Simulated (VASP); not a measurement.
Crystal: Na.

```
CELL_PARAMETERS angstrom
-2.14100 2.14100 2.14100
2.14100 -2.14100 2.14100
2.14100 2.14100 -2.14100
ATOMIC_POSITIONS crystal
Na 0.00000 0.00000 0.00000
```

| Quantity | Value |
| --- | --- |
| Program | VASP 6.6.1 |
| Task | relaxation of volume and atoms at fixed shape |
| Functional | PBEsol |
| Potentials or basis | VASP PAW PBE potentials, release 64 (Na_pv) |
| Cutoff | 600 eV |
| k mesh | 7 × 7 × 7 |
| Occupations | gaussian, width 0.1 eV |
| Spin | no spin polarisation |

At the start: pressure -0.6 GPa; volume 39.26 Å³/atom.

Problem. Where does the relaxation end?

Solution. Over 3 steps the energy falls by 5.6 meV/atom and the volume is 36.23 Å³/atom (-7.7 %); space group Im-3m (No. 229, to 0.05 Å).

The path:
| step | energy change (eV) | largest force (eV/Å) | pressure (GPa) | volume (Å³) |
| --- | --- | --- | --- | --- |
| 1 | 0.0000 | 0.0000 | -0.56 | 39.26 |
| 2 | -0.0024 | 0.0000 | -0.44 | 38.48 |
| 3 | -0.0056 | 0.0000 | -0.02 | 36.23 |

Final structure:
```cif
data_structure
_symmetry_space_group_name_H-M 'P 1'
_symmetry_Int_Tables_number 1
_cell_length_a 3.6103
_cell_length_b 3.6103
_cell_length_c 3.6103
_cell_angle_alpha 109.471
_cell_angle_beta 109.471
_cell_angle_gamma 109.471
_cell_volume 36.23
loop_
_atom_site_label
_atom_site_type_symbol
_atom_site_fract_x
_atom_site_fract_y
_atom_site_fract_z
_atom_site_occupancy
Na1 Na 0.00000 0.00000 0.00000 1
```

Caveat: the PAW data sets were made with another functional, which shifts forces and pressure a little.
